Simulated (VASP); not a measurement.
The system is Ga.

```
Ga
1.0
     0.00000    1.89684    3.04817
     1.64376    0.00000    3.04817
     1.64376    1.89684    0.00000
Ga
1
Direct
  0.50000 0.50000 0.50000
```

The cell was built from a structure type or drawn by symmetry, and may not be a known phase.

| Property | Result |
| --- | --- |
| Program | VASP 6.6.1 |
| Task | relaxation of cell and atoms |
| Functional | PBE |
| Potentials or basis | VASP PAW PBE potentials, release 64 (Ga_d) |
| Cutoff | 600 eV |
| k mesh | 8 × 8 × 8 |
| Occupations | gaussian, width 0.1 eV |
| Spin | no spin polarisation |

At the start: pressure 7.9 GPa; volume 19.01 Å³/atom.

Q: How do energy, volume and symmetry change on relaxing?

A: Over 23 steps the energy falls by 277.9 meV/atom and the volume is 18.96 Å³/atom (-0.3 %); space group Fmmm (No. 69, to 0.1 Å) before, I4/mmm (No. 139, to 0.1 Å).

Step by step:
```csv
step,energy change (eV),largest force (eV/Å),pressure (GPa),volume (Å³)
1,0.0000,0.0000,7.95,19.01
2,-0.1550,0.0000,-2.48,21.63
3,-0.1553,0.0000,-4.07,22.36
4,-0.1574,0.0000,-3.28,21.97
5,-0.1958,0.0000,-2.72,20.99
6,-0.2118,0.0000,-2.00,20.31
7,-0.2191,0.0000,0.96,18.92
8,-0.2199,0.0000,0.47,19.16
9,-0.2277,0.0000,0.15,19.11
10,-0.2291,0.0000,0.02,19.08
11,-0.2365,0.0000,-0.09,19.02
12,-0.2595,0.0000,0.18,18.88
13,-0.2496,0.0000,1.20,18.47
14,-0.2664,0.0000,0.38,18.72
15,-0.2714,0.0000,-0.26,18.99
16,-0.2716,0.0000,-0.17,18.96
17,-0.2758,0.0000,0.07,18.93
18,-0.2611,0.0000,0.87,18.75
19,-0.2777,0.0000,0.27,18.89
20,-0.2779,0.0000,0.24,18.90
21,-0.2779,0.0000,0.25,18.90
22,-0.2776,0.0000,-0.32,19.11
23,-0.2779,0.0000,0.07,18.96
```

Final structure:
```
CELL_PARAMETERS angstrom
0.00000 1.97039 2.44652
1.96631 0.00000 2.44652
1.96631 1.97039 0.00000
ATOMIC_POSITIONS crystal
Ga 0.50000 0.50000 0.50000
```
